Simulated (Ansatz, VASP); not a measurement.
**SrTiO3: VASP beside Ansatz**

```xyz
5
Lattice="3.9755 0.0000 0.0000 0.0000 3.9755 0.0000 0.0000 0.0000 3.9755" Properties=species:S:1:pos:R:3 pbc="T T T"
Sr    0.0000    0.0000    0.0000
Ti    1.9877    1.9877    1.9877
O     0.0000    1.9877    1.9877
O     1.9877    0.0000    1.9877
O     1.9877    1.9877    0.0000
```

Alike in both runs: task single point; functional PBE; k mesh 8 × 8 × 8; occupations gaussian, width 0.02 eV; no spin polarisation.

|  | VASP | Ansatz |
| --- | --- | --- |
| version | VASP 6.6.1 | Ansatz 0.2.0 |
| potentials or method | VASP PAW PBE potentials, release 64 (Sr_sv, Ti_sv, O), cutoff 520 eV | scalar-relativistic, plane waves, PAW |
| valence electrons in the cell | 40 | 40 |

VASP gave:

* gap on the k mesh at the Fermi level (eV): 1.75
* least direct gap on the mesh (eV): 2.14
* pressure (GPa): -4.2

Which values does Ansatz return?

gap on the k mesh at the Fermi level (eV): 1.78; least direct gap on the mesh (eV): 2.16; pressure (GPa): -4.7.
